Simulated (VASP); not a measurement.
Runs of VASP 6.6.1 on YNb. The structure is that of space group F-43m (No. 216), or close to it. The cells are those of the table. 

```csv
task,cell,k mesh,cutoff (eV),gap on the mesh (eV),pressure (GPa),relaxed volume (Å³/atom)
single point,"a = 4.493 Å, angles 60.0°, 2 atoms",16 × 16 × 16,520,none,-0.1,-
relaxation of cell and atoms,"relaxed from a = 4.486 Å, angles 60.0°, 2 atoms",16 × 16 × 16,600,none,0.0,32.03
single point,"a = 4.486 Å, angles 60.0°, 2 atoms",6 × 6 × 6,520,none,0.0,-
relaxation of cell and atoms,"relaxed from a = 4.067 Å, angles 60.0°, 2 atoms",6 × 6 × 6,600,none,-0.1,(a)
single point,"a = 4.067 Å, angles 60.0°, 2 atoms",6 × 6 × 6,520,none,13.8,-
```

Alike in all rows: level PBE; potentials or basis VASP PAW PBE potentials, release 64 (Y_sv, Nb_sv); no spin polarisation; smearing gaussian 0.1 eV.

Task: Fill in the values left out.

Result: (a) 31.93.

Caveats: the volume moved by over 15 % at a fixed basis, so the end points are rough (at least some runs); the cell stands under pressure (at least some runs).

A k mesh can miss the band edges, and the runs leave out spin-orbit coupling on Nb, Y.

A gap of «none» marks levels without a gap at the run's occupations.
